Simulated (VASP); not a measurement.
Input of a VASP 6.6.1 run:

INCAR

```
PREC     = Accurate       # precision mode
ENCUT    = 520            # plane-wave cutoff, eV
EDIFF    = 1E-6           # SCF threshold, eV
ISMEAR   = -1             # smearing method
SIGMA    = 0.02           # smearing width, eV
LREAL    = Auto         
LASPH    = True           # aspherical terms in the spheres
NELM     = 100            # most SCF steps
ALGO     = Normal         # electronic algorithm
ISIF     = 2              # what is computed and relaxed
LWAVE    = False          # write WAVECAR
LCHARG   = False          # write CHGCAR
GGA      = PS             # functional
NBANDS   = 68             # bands
```

The input KPOINTS:

```
regular mesh
0
Gamma
  2 2 1
```

The input POSCAR:

```
Mg6HO6
1.0
    5.9623240000      0.0000000000      0.0000000000
    2.9811620000      5.1635240000      0.0000000000
    0.0000000000      0.0000000000     19.0852720000
Mg O H
12 12 2
Direct
    0.0000000000      0.0000000000      0.0523964238
   -0.0000004930      0.5000073593      0.0523964238
    0.5000063734      0.0000000000      0.0523964238
    0.4999891084      0.5000073593      0.0523964238
    0.6882843868      0.6357673558      0.1906548673
    0.6440920228      0.1967067452      0.1939872798
    0.1567635890      0.6633066874      0.1960412196
    0.1475665514      0.1860551050      0.1894549892
    0.3377950751      0.3358946332      0.3071321174
    0.3544483071      0.8225196591      0.3162752933
    0.8777264608      0.2872069540      0.3506316284
    0.8057907002      0.8349142950      0.3188479577
    0.3333296719      0.8333262322      0.1161681112
    0.3333372536      0.3333382395      0.1161681112
    0.8333360453      0.8333262322      0.1161681112
    0.8333268550      0.3333382395      0.1161681112
   -0.0095626957      0.4971604664      0.2467399993
   -0.0511021556      0.0519219045      0.2521473102
    0.4812512499      0.5165851848      0.2486157913
    0.5181622705      0.9967417601      0.2442406899
    0.5790152729      0.2058671558      0.4001986453
    0.6933852881      0.6628999885      0.3676919040
    0.2472428028      0.1467408692      0.3632434476
    0.1334769604      0.6773087527      0.3569977939
    1.3350752226      0.5627164704      0.3774219199
    0.8026065554      1.0128935200      0.4135230559
```

Potentials or basis: VASP PAW PBE potentials, release 64 (Mg, O, H).

Command:

```bash
$ cat potpaw_PBE.64/Mg/POTCAR potpaw_PBE.64/O/POTCAR potpaw_PBE.64/H/POTCAR > POTCAR
$ mpirun -np 1 vasp_std > vasp.out
```

Question: Predict the largest force.

Answer: 5.806 eV/Å.

Question: Estimate the band gap on the k mesh.

Answer: Zero (bands 49 and 50 overlap by 0.07 eV).

Forces on the atoms (eV/Å):
```
Mg  -0.014 -0.083  1.553
Mg   0.089  0.053  1.319
Mg  -0.005 -0.031  1.667
Mg  -0.076  0.080  1.376
Mg  -0.837  1.879 -0.452
Mg   0.282 -1.134 -1.439
Mg  -0.084  1.660 -1.297
Mg   0.076 -1.595 -0.102
Mg  -0.405 -0.025 -0.069
Mg   0.417  0.437 -0.079
Mg  -0.042  1.228 -0.146
Mg   1.117  1.256 -2.178
O   -0.149  0.030 -0.828
O   -0.100  0.170 -0.628
O    0.132 -0.217 -1.154
O   -0.062  0.107 -0.619
O    1.337  0.076 -0.430
O    1.166 -1.482  0.327
O   -0.265  0.185 -0.628
O   -1.093  0.155 -0.411
O    4.527 -3.610 -0.431
O   -2.926 -2.060  1.164
O   -2.368 -0.690  0.843
O    5.076 -1.789  2.015
H   -2.832  1.984  0.792
H   -2.962  3.416 -0.168
```

Caveat: the k points lie up to 0.61 Å⁻¹ apart; the PAW data sets were made with another functional, which shifts forces and pressure a little.
